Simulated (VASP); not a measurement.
A run of VASP 6.6.1 is set up as follows.

The input POSCAR:

```
GaB
1.0
    2.7182400000      0.0000000000      0.0000000000
    0.0000000000      2.7182400000      0.0000000000
    0.0000000000      0.0000000000      3.2362100000
Ga B
1 1
Direct
    0.5000000000      0.5000000000      0.5000000000
    0.0000000000      0.0000000000      0.0000000000
```

Contents of INCAR.step1:

```
PREC = Accurate
ENCUT = 520
EDIFF = 1E-5
ISMEAR = -1
SIGMA = 0.05
LREAL = False
LASPH = True
NELM = 80
ALGO = Normal
ISIF = 2
LWAVE = True
LCHARG = False
GGA = PE
NBANDS = 15
```

The input INCAR.step2:

```
PREC = Accurate
ENCUT = 520
EDIFF = 1E-6
ISMEAR = -1
SIGMA = 0.05
LREAL = False
LASPH = True
NELM = 80
ALGO = Normal
ISIF = 2
LWAVE = False
LCHARG = False
GGA = PE
LHFCALC = True
AEXX = 0.5
HFSCREEN = 0.2
PRECFOCK = Normal
ISTART = 1
NBANDS = 15
```

The input KPOINTS:

```
regular mesh
0
Gamma
  5 5 4
```

Potentials or basis: VASP PAW PBE potentials, release 64 (Ga_d, B).

Launch:

```console
$ cat potpaw_PBE.64/Ga_d/POTCAR potpaw_PBE.64/B/POTCAR > POTCAR
$ cp INCAR.step1 INCAR
$ mpirun -np 1 vasp_std > vasp.out
$ cp INCAR.step2 INCAR
$ mpirun -np 1 vasp_std > vasp.out
```

(1) Estimate the pressure.

(2) Predict the band gap on the k mesh.

## Answers

(1) -5.8 GPa.

(2) zero (bands 8 and 9 overlap by 8.87 eV).

Caveat: the k points lie up to 0.49 Å⁻¹ apart, too coarse for converged energies and pressures of a metal; the PAW data sets were made with another functional, which shifts forces and pressure a little.
